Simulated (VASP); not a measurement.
# CdSe (F-43m) in VASP: further runs

CdSe is run at these levels: PBE+D3(BJ), BLYP; tasks: single point.

All numbers are computed with VASP 6.6.1; they aren't measurements. Logs are shortened: lines on timing, memory, paths and dates and some standing lists are left out, and cuts for length are marked.

### Step 1. The cell of the first run

Symmetry: F-43m, No. 216, cubic system. The conventional cell has a = 6.221 Å, b = 6.221 Å, c = 6.221 Å, α = 90.00°, β = 90.00°, γ = 90.00°. Within 3.6 Å of Cd (site symmetry -43m) lie 4 Se at 2.69 Å. Se (site symmetry -43m) has 4 Cd at 2.69 Å within 3.6 Å.

### Step 2. Single point, PBE+D3(BJ)

The input, INCAR:

```
ALGO     = Normal         # electronic algorithm
EDIFF    = 1E-7           # SCF threshold, eV
ENCUT    = 520            # plane-wave cutoff, eV
GGA      = PE             # functional
ISIF     = 2              # what is computed and relaxed
ISMEAR   = -1             # smearing method
IVDW     = 12             # dispersion correction
LASPH    = True           # aspherical terms in the spheres
LCHARG   = False          # write CHGCAR
LREAL    = False          # projectors in reciprocal space
LWAVE    = False          # write WAVECAR
NBANDS   = 16             # bands
NELM     = 60             # most SCF steps
PREC     = Accurate       # precision mode
SIGMA    = 0.05           # smearing width, eV
```

The input, KPOINTS:

```
k-points
0
Gamma
  8 8 8
```

The input, POSCAR:

```
CdSe
1.0
    0.0000000000      3.1106741371      3.1106741371
    3.1106741371      0.0000000000      3.1106741371
    3.1106741371      3.1106741371      0.0000000000
Cd Se
1 1
Direct
    0.0000000000      0.0000000000      0.0000000000
    0.2500000000      0.2500000000      0.2500000000
```

Potentials or basis: VASP PAW PBE potentials, release 64 (Cd, Se).

Run with:

```bash
cat potpaw_PBE.64/Cd/POTCAR potpaw_PBE.64/Se/POTCAR > POTCAR
mpirun -np 1 vasp_std > vasp.out
```

OUTCAR:

```text
EDIFF = 1E-7
   ENCUT = 520
   GGA = PE
   ISIF = 2
   ISMEAR = -1
   IVDW = 12
   LASPH = True
   LREAL = False
   NELM = 60
   PREC = Accurate
 IVDW          = 12

 ion  position               nearest neighbor table
   1  0.000  0.000  0.000-   2 2.69   2 2.69   2 2.69   2 2.69
   2  0.250  0.250  0.250-   1 2.69   1 2.69   1 2.69   1 2.69

  LATTYP: Found a face centered cubic cell.
 ALAT       =     6.2213482742

  Lattice vectors:

 A1 = (   0.0000000000,   3.1106741371,   3.1106741371)
 A2 = (   3.1106741371,   0.0000000000,   3.1106741371)
 A3 = (   3.1106741371,   3.1106741371,   0.0000000000)

Analysis of symmetry for initial positions (statically):
=====================================================================
 Subroutine PRICEL returns:
 Original cell was already a primitive cell.

 Routine SETGRP: Setting up the symmetry group for a
 face centered cubic supercell.

 Subroutine GETGRP returns: Found 24 space group operations
 (whereof 24 operations were pure point group operations)
 out of a pool of 48 trial point group operations.

The static configuration has the point symmetry T_d .

Analysis of symmetry for dynamics (positions and initial velocities):
=====================================================================
 Subroutine PRICEL returns:
 Original cell was already a primitive cell.

 Routine SETGRP: Setting up the symmetry group for a
 face centered cubic supercell.

 Subroutine GETGRP returns: Found 24 space group operations
 (whereof 24 operations were pure point group operations)
 out of a pool of 48 trial point group operations.

The dynamic configuration has the point symmetry T_d .

 Subroutine INISYM returns: Found 24 space group operations
 (whereof 24 operations are pure point group operations),
 and found     1 'primitive' translations

----------------------------------------------------------------------------------------

                                     Primitive cell

  volume of cell :      60.1996

  direct lattice vectors                    reciprocal lattice vectors
     0.000000000  3.110674137  3.110674137    -0.160736862  0.160736862  0.160736862
     3.110674137  0.000000000  3.110674137     0.160736862 -0.160736862  0.160736862
     3.110674137  3.110674137  0.000000000     0.160736862  0.160736862 -0.160736862

  length of vectors
     4.399157553  4.399157553  4.399157553     0.278404412  0.278404412  0.278404412

  position of ions in fractional coordinates (direct lattice)
     0.000000000  0.000000000  0.000000000
[... 78 lines left out ...]
   EDIFF  = 0.1E-06   stopping-criterion for ELM
   LREAL  =      F    real-space projection
   EDIFFG = 0.1E-05   stopping-criterion for IOM
   NSW    =      0    number of steps for IOM
   IBRION =     -1    ionic relax: 0-MD 1-quasi-New 2-CG
   NFREE  =      0    steps in history (QN), initial steepest desc. (CG)
   ISIF   =      2    stress and relaxation
   ISYM   =      2    0-nonsym 1-usesym 2-fastsym
   POTIM  = 0.5000    time-step for ionic-motion
   TEBEG  =    0.0;   TEEND  =   0.0 temperature during run
   PSTRESS=    0.0 pullay stress
   NELECT =      18.0000    total number of electrons
   NUPDOWN=      -1.0000    fix difference up-down
   EMIN   =  10.00;   EMAX   =-10.00  energy-range for DOS
   EFERMI =   0.00;   METHOD = LEGACY
   ISMEAR =    -1;   SIGMA  =   0.05  broadening in eV -4-tet -1-fermi 0-gaus
   EFERMI_NEDOS =   21; number of points for ismear=-14 and -15
   IALGO  =     38    algorithm
   IMIX   =      4    mixing-type and parameters
     AMIX     =   0.40;   BMIX     =  1.00
     AMIX_MAG =   1.60;   BMIX_MAG =  1.00
  volume/ion in A,a.u.               =      30.10       203.12
  Fermi-wavevector in a.u.,A,eV,Ry     =   1.094715  2.068712 16.305241  1.198401
  Thomas-Fermi vector in A             =   2.231025
   LORBIT       =      0    0 simple, 1 ext, 2 COOP (PROOUT), +10 PAW based schemes
   GGA     = PE    functional components
   LHFCALC =     F    Hartree Fock is set to
   AEXX    =    0.0000 exact exchange contribution
   IVDW    =    12    specifies the selected vdW correction
   LEPSILON=     F    determine dielectric tensor
   LRPA    =     F    only Hartree local field effects (RPA)
 non-spin polarized calculation
  energy-cutoff  :      520.00
  volume of cell :       60.20
 maximum number of plane-waves:      1639
 NGX is ok and might be reduce to    36
   NGX = 17   NGY = 17   NGZ = 17

 number of electron      18.0000001 magnetization

 Free energy of the ion-electron system (eV)
  ---------------------------------------------------
  ext. energy  EPLUGINS =         0.00000000
  ---------------------------------------------------
  free energy    TOTEN  =        -5.49916438 eV

  energy without entropy =       -5.49911256  energy(sigma->0) =       -5.49913847

 E-fermi :   0.7033     XC(G=0):  -8.5806

 val. band max:        0.4269327612   @ k =   0.0000   0.0000   0.0000
 cond. band min:       0.8947857999   @ k =   0.0000   0.0000   0.0000
 fundamental gap:      0.4678530387
 Fermi energy:         0.7033301043

 k-point     1 :       0.0000    0.0000    0.0000
  band No.  band energies     occupation
      1     -11.8094      2.00000
      2      -7.3034      2.00000
      3      -7.3034      2.00000
      4      -7.3034      2.00000
      5      -6.9973      2.00000
      6      -6.9973      2.00000
[... 433 lines left out ...]
      3      -7.1757      2.00000
      4      -7.0117      2.00000
      5      -6.9834      2.00000
      6      -6.6788      2.00000
[... 8 lines left out ...]
     15      11.9052      0.00000
     16      12.8176      0.00000

 [... further k-points ...]

------------------------ aborting loop because EDIFF is reached ----------------------------------------

 Edisp (eV)   -0.58943

 E8    (eV) :    -0.2510

  FORCE on cell =-STRESS in cart. coord.  units (eV):
  Direction    XX          YY          ZZ          XY          YZ          ZX
  --------------------------------------------------------------------------------------
  -------------------------------------------------------------------------------------
  Total      -0.79983    -0.79983    -0.79983     0.00000     0.00000    -0.00000
  in kB     -21.28698   -21.28698   -21.28698     0.00000     0.00000    -0.00000
  external pressure =      -21.29 kB  Pullay stress =        0.00 kB

 VOLUME and BASIS-vectors are now :
 -----------------------------------------------------------------------------
  energy-cutoff  :      520.00
  volume of cell :       60.20
      direct lattice vectors                 reciprocal lattice vectors
     0.000000000  3.110674137  3.110674137    -0.160736862  0.160736862  0.160736862
     3.110674137  0.000000000  3.110674137     0.160736862 -0.160736862  0.160736862
     3.110674137  3.110674137  0.000000000     0.160736862  0.160736862 -0.160736862

 POSITION                                       TOTAL-FORCE (eV/Angst)
 -----------------------------------------------------------------------------------
      0.00000      0.00000      0.00000        -0.000000     -0.000000     -0.000000
      1.55534      1.55534      1.55534         0.000000      0.000000      0.000000
 -----------------------------------------------------------------------------------
    total drift:                               -0.000000     -0.000000     -0.000000

  FREE ENERGIE OF THE ION-ELECTRON SYSTEM (eV)
  ---------------------------------------------------
  free  energy   TOTEN  =        -6.0885964268 eV

  energy  without entropy=       -6.0885446161  energy(sigma->0) =       -6.08857052
```

Wall time 55 s (1 thread of AMD EPYC 7R43 (Zen 3), shared host); peak memory 0.18 GiB.

What came out:

| Quantity | Value |
| --- | --- |
| Free energy | -6.0886 eV |
| Pressure | -2.1 GPa |
| Band gap on the k mesh | 0.47 eV, direct |
| Dispersion energy per atom | -0.295 eV |

A hybrid or GW would open this gap; PBE tends to underestimate it.

[end of part 1 of 2]
